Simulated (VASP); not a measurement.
InSe: single point with r2SCAN

The system is InSe.

```
In Se
1.0
    -0.00673    3.03312    2.99864
     3.00890    0.00033    2.99157
     3.00818    3.02533    0.00106
In Se
1 1
Direct
  0.98839 0.01880 0.98379
  0.49035 0.51753 0.48538
```

| Item | Value |
| --- | --- |
| Program | VASP 6.6.1 |
| Task | single point |
| Functional | r2SCAN |
| Potentials or basis | VASP PAW PBE potentials, release 64 (In_d, Se) |
| Cutoff | 520 eV |
| k mesh | 5 × 5 × 5 |
| Occupations | fermi-dirac, width 0.011 eV |
| Spin | no spin polarisation |

```
Pressure      : -3.4 GPa
Largest force : 0.003 eV/Å
```

Forces on the atoms (eV/Å):
```
In   0.001  0.002  0.002
Se  -0.001 -0.002 -0.002
```

Stress tensor (GPa, compression positive):
```
-3.48  0.03  0.03
 0.03 -1.92 -0.06
 0.03 -0.06 -4.76
```

Levels at points of the mesh, in eV from the Fermi level:
```tsv
k point	band 8	band 9	band 10	band 11	band 12	band 13
(0.00, 0.00, 0.00)	-2.05	-1.99	-1.92	6.57	6.68	6.81
```

It took 100 s on 1 thread of Intel(R) Xeon(R) Platinum 8488C (Sapphire Rapids), on a shared host, peak memory 0.22 GiB.

Caveat: the k points lie up to 0.36 Å⁻¹ apart; the PAW data sets were made with another functional, which shifts forces and pressure a little; spin-orbit coupling is left out, which moves the levels of the heavy elements.
